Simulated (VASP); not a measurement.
A run of VASP 6.6.1:

INCAR

```
PREC     = Accurate       # precision mode
ENCUT    = 520            # plane-wave cutoff, eV
EDIFF    = 1E-6           # SCF threshold, eV
ISMEAR   = 0              # smearing method
SIGMA    = 0.05           # smearing width, eV
LREAL    = False          # projectors in reciprocal space
LASPH    = True           # aspherical terms in the spheres
NELM     = 150            # most SCF steps
ALGO     = Normal         # electronic algorithm
ISIF     = 2              # what is computed and relaxed
LWAVE    = False          # write WAVECAR
LCHARG   = True           # write CHGCAR
ISPIN    = 2              # spin polarisation
MAGMOM   = 0.8            # initial moments
LORBIT   = 11             # projections on sites
LMAXMIX  = 4              # l up to which the mixer works
GGA      = PE             # functional
LELF     = True           # ELF
LVHAR    = True         
NBANDS   = 15             # bands
```

KPOINTS

```
regular mesh
0
Gamma
  10 10 10
```

POSCAR

```
Ni
1.0
    0.0000000000      1.7600000000      1.7600000000
    1.7600000000      0.0000000000      1.7600000000
    1.7600000000      1.7600000000      0.0000000000
Ni
1
Direct
    0.0000000000      0.0000000000      0.0000000000
```

Potentials or basis: VASP PAW PBE potentials, release 64 (Ni).

Launch:

```sh
$ cat potpaw_PBE.64/Ni/POTCAR > POTCAR
$ mpirun -np 1 vasp_std > vasp.out
```

Hardware: 1 thread of AMD EPYC 7R13, with other jobs on the host.

**Question.** Estimate the wall time of this run.

**Answer.** Wall time 27 s on 1 thread of AMD EPYC 7R13 (shared host), peak memory 0.13 GiB. Counts: scf iterations 12, k points 47.
